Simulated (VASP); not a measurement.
This VASP 6.6.1 run on CdS needs a look.

File INCAR:

```
SYSTEM = CdS
ISMEAR = -5
SIGMA = 0.03
LWAVE = .True.
LCHARG = .False.
NBANDS = 21
PREC = Accurate
LASPH = .True.
LREAL = .False.
ALGO = Normal
EDIFF = 1E-5
NELM = 77
GGA_COMPAT = .False.
ENCUT = 320
EFERMI = MIDGAP
GGA = PE
```

File KPOINTS:

```
Automatic mesh
0
Gamma
  1 1 1
  0 0 0
```

Contents of POSCAR:

```
CdS
1.0
    0.0000000000      2.9165000000      2.9165000000
    2.9165000000      0.0000000000      2.9165000000
    2.9165000000      2.9165000000      0.0000000000
Cd S
1 1
Direct
    0.0000000000      0.0000000000      0.0000000000
    0.7500000000      0.7500000000      0.7500000000
```

Potentials or basis: VASP PAW PBE potentials, release 64 (Cd, S).

Run with:

```console
$ cat potpaw_PBE.64/Cd/POTCAR potpaw_PBE.64/S/POTCAR > POTCAR
$ mpirun -np 1 vasp_std > vasp.out
```

OUTCAR:

```text
SYSTEM = CdS
   ISMEAR = -5
   PREC = Accurate
   LASPH = .True.
   LREAL = .False.
   EDIFF = 1E-5
   NELM = 77
   ENCUT = 320
   EFERMI = MIDGAP
   GGA = PE

|       ---->  I REFUSE TO CONTINUE WITH THIS SICK JOB ... BYE!!! <----       |
|                                                                             |
 -----------------------------------------------------------------------------
```

On the terminal:

```text
POSCAR found type information on POSCAR CdS
 POSCAR found :  2 types and       2 ions
[... 17 lines left out ...]

1
```

Task: How did it end, and where is the flaw?

Result: The program refused the input. The input holds a flaw that was put in on purpose: tetrahedra on too few k points (ISMEAR = -5; KPAR = left out; k = 1 × 1 × 1).
